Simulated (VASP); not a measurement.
# Gd (P6_3/mmc) in VASP: settings compared, part 2 of 2

VASP 6.6.1.

## Step 4: Relaxation of cell and atoms, revPBE+D4, collinear spin, ferromagnetic start

INCAR

```
ALGO = Normal
EDIFF = 1E-7
EDIFFG = -0.02
ENCUT = 600
GGA = RE
IBRION = 2
ISIF = 3
ISMEAR = -1
ISPIN = 2
IVDW = 13
LASPH = True
LCHARG = False
LMAXMIX = 6
LORBIT = 11
LREAL = False
LWAVE = False
MAGMOM = 7 7
NELM = 150
NSW = 80
PREC = Accurate
SIGMA = 0.05
```

KPOINTS

```
k-points
0
Gamma
  8 8 5
```

POSCAR

```
Gd
1.0
    3.6360000000      0.0000000000      0.0000000000
   -1.8180000000      3.1488683682      0.0000000000
    0.0000000000      0.0000000000      5.7826000000
Gd
2
Direct
    0.6666666667      0.3333333333      0.7500000000
    0.3333333333      0.6666666667      0.2500000000
```

Run with:

```console
$ cat potpaw_PBE.64/Gd/POTCAR > POTCAR
$ mpirun -np 1 vasp_std > vasp.out
```

Run time: 40 min. Hardware: 1 thread of Intel Xeon 8259CL, shared host; peak memory 0.32 GiB.

Results (log left out):

```
Free energy                                           : -23.7400 eV
Relaxed volume                                        : 33.11 Å³/atom
Relaxed cell                                          : a = 3.627 Å, b = 3.627 Å, c = 5.812 Å, α = 90.00°, β = 90.00°, γ = 120.00°
Space group after relaxing (to 0.1 Å)                 : P6_3/mmc (No. 194)
Energy gained by relaxing                             : 0.2 meV/atom
Ionic steps                                           : 3
Pressure after relaxing                               : 0.0 GPa
Net moment                                            : 15.29 μB per cell
Site moments                                          : Gd +6.99 μB
Valence electrons inside the program's atomic spheres : Gd 15.20
Dispersion energy per atom                            : -0.374 eV
```

Step by step:
| step | energy change (eV) | largest force (eV/Å) | pressure (GPa) | volume (Å³) |
| --- | --- | --- | --- | --- |
| 1 | 0.0000 | 0.0000 | 0.01 | 66.21 |
| 2 | -0.0003 | 0.0000 | 0.00 | 66.22 |
| 3 | -0.0003 | 0.0000 | 0.00 | 66.23 |

Final structure:
```cif
data_structure
_symmetry_space_group_name_H-M 'P 1'
_symmetry_Int_Tables_number 1
_cell_length_a 3.6274
_cell_length_b 3.6274
_cell_length_c 5.8118
_cell_angle_alpha 90.000
_cell_angle_beta 90.000
_cell_angle_gamma 120.000
_cell_volume 66.23
loop_
_atom_site_label
_atom_site_type_symbol
_atom_site_fract_x
_atom_site_fract_y
_atom_site_fract_z
_atom_site_occupancy
Gd1 Gd 0.66667 0.33333 0.75000 1
Gd2 Gd 0.33333 0.66667 0.25000 1
```

Levels at points of the mesh, in eV from the Fermi level:
Spin up:
| k point | band 22 | band 23 | band 24 | band 25 | band 26 | band 27 | band 28 | band 29 |
| --- | --- | --- | --- | --- | --- | --- | --- | --- |
| (0.00, 0.00, 0.00) | -4.85 | -4.85 | -2.53 | 0.94 | 1.34 | 1.34 | 1.43 | 1.94 |
| (0.50, 0.00, 0.00) | -4.86 | -2.19 | -1.76 | -1.32 | -0.13 | 1.03 | 1.10 | 1.74 |
Spin down:
| k point | band 8 | band 9 | band 10 | band 11 | band 12 | band 13 |
| --- | --- | --- | --- | --- | --- | --- |
| (0.00, 0.00, 0.00) | -19.99 | -4.15 | -1.41 | 0.35 | 0.39 | 0.43 |
| (0.50, 0.00, 0.00) | -20.09 | -1.02 | -0.90 | -0.60 | 0.39 | 0.45 |

Caveat: the PAW data sets were made with another functional, which shifts forces and pressure a little; spin-orbit coupling is left out, which moves the levels of the heavy elements; semilocal functionals describe open f shells poorly, which spoils levels, moments and volumes. The state reached can hang on the start; a lower one may exist.

## Step 5: Single point, PBE, collinear spin, ferromagnetic start

This run uses another cell than the first one, of 33.66 Å³/atom.

INCAR

```
PREC = Accurate ; ENCUT = 520
EDIFF = 1E-6 ; ISMEAR = -1
SIGMA = 0.05 ; LREAL = F
LASPH = T ; NELM = 150
ALGO = Normal ; ISIF = 2
LWAVE = F ; LCHARG = F
ISPIN = 2 ; MAGMOM = 7 7
LORBIT = 11 ; LMAXMIX = 6
GGA = PE ; NBANDS = 29
```

KPOINTS

```
Automatic mesh
0
Gamma
  8 8 5
```

POSCAR

```
Gd
1.0
    3.6495490575      0.0000000000      0.0000000000
   -1.8247745288      3.1606021962      0.0000000000
    0.0000000000      0.0000000000      5.8365260758
Gd
2
Direct
    0.6666666667      0.3333333333      0.7500000000
    0.3333333333      0.6666666667      0.2500000000
```

Potentials or basis: VASP PAW PBE potentials, release 64 (Gd).

Run with:

```console
$ cat potpaw_PBE.64/Gd/POTCAR > POTCAR
$ mpirun -np 1 vasp_std > vasp.out
```

OUTCAR:

```text
PREC = Accurate
   ENCUT = 520
   EDIFF = 1E-6
   ISMEAR = -1
   LREAL = F
   LASPH = T
   NELM = 150
   ISIF = 2
   ISPIN = 2
   LORBIT = 11
   GGA = PE

 ion  position               nearest neighbor table
   1  0.667  0.333  0.750-
   2  0.333  0.667  0.250-

  LATTYP: Found a hexagonal cell.
 ALAT       =     3.6495490575
 C/A-ratio  =     1.5992458202

  Lattice vectors:

 A1 = (   3.6495490575,   0.0000000000,   0.0000000000)
 A2 = (  -1.8247745288,   3.1606021962,   0.0000000000)
 A3 = (   0.0000000000,   0.0000000000,   5.8365260758)

Analysis of symmetry for initial positions (statically):
=====================================================================
 Subroutine PRICEL returns:
 Original cell was already a primitive cell.

 Routine SETGRP: Setting up the symmetry group for a
 hexagonal supercell.

 Subroutine GETGRP returns: Found 24 space group operations
 (whereof 12 operations were pure point group operations)
 out of a pool of 24 trial point group operations.

The static configuration has the point symmetry D_3d.
 The point group associated with its full space group is D_6h.

Analysis of symmetry for dynamics (positions and initial velocities):
=====================================================================
 Subroutine PRICEL returns:
 Original cell was already a primitive cell.

 Routine SETGRP: Setting up the symmetry group for a
 hexagonal supercell.

 Subroutine GETGRP returns: Found 24 space group operations
 (whereof 12 operations were pure point group operations)
 out of a pool of 24 trial point group operations.

The dynamic configuration has the point symmetry D_3d.
 The point group associated with its full space group is D_6h.

Analysis of structural, dynamic, and magnetic symmetry:
=====================================================================
 Subroutine PRICEL returns:
 Original cell was already a primitive cell.

 Routine SETGRP: Setting up the symmetry group for a
 hexagonal supercell.

 Subroutine GETGRP returns: Found 24 space group operations
 (whereof 12 operations were pure point group operations)
 out of a pool of 24 trial point group operations.

The overall configuration has the point symmetry D_3d.
 The point group associated with its full space group is D_6h.

 Subroutine INISYM returns: Found 24 space group operations
 (whereof 12 operations are pure point group operations),
 and found     1 'primitive' translations

----------------------------------------------------------------------------------------

                                     Primitive cell

  volume of cell :      67.3230

  direct lattice vectors                    reciprocal lattice vectors
     3.649549057  0.000000000  0.000000000     0.274006455  0.158197701  0.000000000
    -1.824774529  3.160602196  0.000000000     0.000000000  0.316395401  0.000000000
     0.000000000  0.000000000  5.836526076     0.000000000  0.000000000  0.171334795

  length of vectors
     3.649549057  3.649549058  5.836526076     0.316395401  0.316395401  0.171334795

  position of ions in fractional coordinates (direct lattice)
     0.666666667  0.333333333  0.750000000
[... 62 lines left out ...]
   total plane-waves  NPLWV =  37632
   dimension x,y,z NGX =    28 NGY =   28 NGZ =   48
   dimension x,y,z NGXF=    56 NGYF=   56 NGZF=   96
   ions per type =               2
   NGX,Y,Z   is equivalent  to a cutoff of  12.75, 12.75, 13.67 a.u.
   NGXF,Y,Z  is equivalent  to a cutoff of  25.51, 25.51, 27.34 a.u.
 SYSTEM =  unknown system
   PREC   = accura    normal or accurate (medium, high low for compatibility)
   ISTART =      0    job   : 0-new  1-cont  2-samecut
   ICHARG =      2    charge: 1-file 2-atom 10-const
   ISPIN  =      2    spin polarized calculation?
   LNONCOLLINEAR =      F non collinear calculations
   LSORBIT =      F    spin-orbit coupling
   LASPH  =      T    aspherical Exc in radial PAW
   ENCUT  =  520.0 eV  38.22 Ry    6.18 a.u.   6.79  6.79 10.85*2*pi/ulx,y,z
   NELM   =    150;   NELMIN=  2; NELMDL= -5     # of ELM steps
   EDIFF  = 0.1E-05   stopping-criterion for ELM
   LREAL  =      F    real-space projection
[... 7 lines left out ...]
   TEBEG  =    0.0;   TEEND  =   0.0 temperature during run
   PSTRESS=    0.0 pullay stress
   NELECT =      36.0000    total number of electrons
   NUPDOWN=      -1.0000    fix difference up-down
   EMIN   =  10.00;   EMAX   =-10.00  energy-range for DOS
   EFERMI =   0.00;   METHOD = LEGACY
   ISMEAR =    -1;   SIGMA  =   0.05  broadening in eV -4-tet -1-fermi 0-gaus
   EFERMI_NEDOS =   21; number of points for ismear=-14 and -15
   IALGO  =     38    algorithm
   IMIX   =      4    mixing-type and parameters
     AMIX     =   0.40;   BMIX     =  1.00
     AMIX_MAG =   1.60;   BMIX_MAG =  1.00
  volume/ion in A,a.u.               =      33.66       227.16
  Fermi-wavevector in a.u.,A,eV,Ry     =   1.328784  2.511038 24.023370  1.765668
  Thomas-Fermi vector in A             =   2.457996
   LORBIT       =     11    0 simple, 1 ext, 2 COOP (PROOUT), +10 PAW based schemes
   GGA     = PE    functional components
   LHFCALC =     F    Hartree Fock is set to
   AEXX    =    0.0000 exact exchange contribution
   IVDW    =     0    specifies the selected vdW correction
   LEPSILON=     F    determine dielectric tensor
   LRPA    =     F    only Hartree local field effects (RPA)
 spin polarized calculation
  energy-cutoff  :      520.00
  volume of cell :       67.32
 maximum number of plane-waves:      1830
 NGX is ok and might be reduce to    28
   NGX = 13   NGY = 13   NGZ = 21

 number of electron      36.0000010 magnetization      15.2509896

 Free energy of the ion-electron system (eV)
  ---------------------------------------------------
  ext. energy  EPLUGINS =         0.00000000
  ---------------------------------------------------
  free energy    TOTEN  =       -23.42552781 eV

  energy without entropy =      -23.39798613  energy(sigma->0) =      -23.41175697

 E-fermi :   2.8871     XC(G=0):  -9.8968

 val. band max:        2.8633257587   @ k =   0.5000   0.0000   0.2000
 cond. band min:       2.9061169130   @ k =   0.2500   0.2500   0.0000
 fundamental gap:      0.0427911543
 Fermi energy:         2.8871331387

 spin component 1

 k-point     1 :       0.0000    0.0000    0.0000
  band No.  band energies     occupation
      1     -42.4479      1.00000
      2     -42.3852      1.00000
      3     -20.1650      1.00000
      4     -19.5852      1.00000
      5     -19.5852      1.00000
      6     -19.4872      1.00000
[... 757 lines left out ...]
     28       4.0966      0.00000
     29       4.9612      0.00000

 [... further k-points ...]

 spin component 2

 k-point     1 :       0.0000    0.0000    0.0000
  band No.  band energies     occupation
      1     -39.2091      1.00000
      2     -39.1300      1.00000
      3     -17.9201      1.00000
      4     -17.2104      1.00000
      5     -17.2104      1.00000
      6     -17.0950      1.00000
[... 757 lines left out ...]
     28       5.2790      0.00000
     29       6.0851      0.00000

 [... further k-points ...]

------------------------ aborting loop because EDIFF is reached ----------------------------------------

  FORCE on cell =-STRESS in cart. coord.  units (eV):
  Direction    XX          YY          ZZ          XY          YZ          ZX
  --------------------------------------------------------------------------------------
  -------------------------------------------------------------------------------------
  Total       -0.0150960     -0.0150960      0.0306403      0.0000000      0.0000000      0.0000000
  in kB       -0.3592604     -0.3592604      0.7291889      0.0000000      0.0000000      0.0000000
  external PRESSURE =       0.0035560 kB  Pullay stress =       0.0000000 kB

 VOLUME and BASIS-vectors are now :
 -----------------------------------------------------------------------------
  energy-cutoff  :      520.00
  volume of cell :       67.32
      direct lattice vectors                 reciprocal lattice vectors
     3.649549057  0.000000000  0.000000000     0.274006455  0.158197701  0.000000000
    -1.824774529  3.160602196  0.000000000     0.000000000  0.316395401  0.000000000
     0.000000000  0.000000000  5.836526076     0.000000000  0.000000000  0.171334795

 POSITION                                       TOTAL-FORCE (eV/Angst)
 -----------------------------------------------------------------------------------
      1.82477      1.05353      4.37739         0.000000     -0.000000      0.000000
     -0.00000      2.10707      1.45913        -0.000000      0.000000      0.000000
 -----------------------------------------------------------------------------------
    total drift:                               -0.000000      0.000000     -0.000000

  FREE ENERGIE OF THE ION-ELECTRON SYSTEM (eV)
  ---------------------------------------------------
  free  energy   TOTEN  =       -23.4255278099 eV

  energy  without entropy=      -23.3979861301  energy(sigma->0) =      -23.41175697

 total charge

# of ion       s       p       d       f       tot
--------------------------------------------------
    1        2.073   5.569   0.561   6.983  15.186
    2        2.073   5.569   0.561   6.983  15.186
--------------------------------------------------
tot          4.146  11.137   1.122  13.967  30.371

 magnetization (x)

# of ion       s       p       d       f       tot
--------------------------------------------------
    1        0.004  -0.052   0.215   6.821   6.987
    2        0.004  -0.052   0.215   6.821   6.987
--------------------------------------------------
tot          0.007  -0.105   0.430  13.641  13.973
```

stdout:

```text
POSCAR found type information on POSCAR Gd
 POSCAR found :  1 types and       2 ions
 scaLAPACK will be used
 LDA part: xc-table for (Slater+PW92), standard interpolation
 POSCAR, INCAR and KPOINTS ok, starting setup
 FFT: planning ... GRIDC
 FFT: planning ... GRID_SOFT
 FFT: planning ... GRID
 WAVECAR not read
 entering main loop
```

It took 15 min on 1 thread of Intel Xeon 8259CL, shared host; peak memory 0.28 GiB.

What came out:

| Item | Value |
| --- | --- |
| Free energy | -23.4255 eV |
| Pressure | 0.0 GPa |
| Net moment | 15.25 μB per cell |
| Site moments | Gd +6.99 μB |
| Valence electrons inside the program's atomic spheres | Gd 15.19 |

Caveat: spin-orbit coupling is left out, which moves the levels of the heavy elements; semilocal functionals describe open f shells poorly, which spoils levels, moments and volumes.

## Step 6: The runs side by side

| task | level | cell | cutoff (eV) | gap on the mesh (eV) | pressure (GPa) | moment (μB) |
| --- | --- | --- | --- | --- | --- | --- |
| single point | revPBE+D4 | a = 3.630, b = 3.630, c = 5.810 Å, angles 90.0, 90.0, 120.0°, 2 atoms | 520 | none | 0.0 | 15.29 |
| single point | RPBE | a = 3.709, b = 3.709, c = 5.949 Å, angles 90.0, 90.0, 120.0°, 2 atoms | 520 | none | -0.2 | 15.35 |
| relaxation of cell and atoms | revPBE+D4 | relaxed from a = 3.636, b = 3.636, c = 5.783 Å, angles 90.0, 90.0, 120.0°, 2 atoms | 600 | none | 0.0 | 15.29 |
| single point | PBE | a = 3.650, b = 3.650, c = 5.837 Å, angles 90.0, 90.0, 120.0°, 2 atoms | 520 | none | 0.0 | 15.25 |

Alike in all rows: potentials or basis VASP PAW PBE potentials, release 64 (Gd); spin collinear, ferromagnetic start; k mesh 8 × 8 × 5; smearing fermi-dirac 0.05 eV.

Caveats: spin-orbit coupling is left out, which moves the levels of the heavy elements; semilocal functionals describe open f shells poorly, which spoils levels, moments and volumes; the PAW data sets were made with another functional, which shifts forces and pressure a little (at least some runs).

Total energies depend on the potentials used, so only differences within one code and one set of settings carry meaning.

The gap in the log of VASP goes by the Fermi energy; the results here count the filled bands.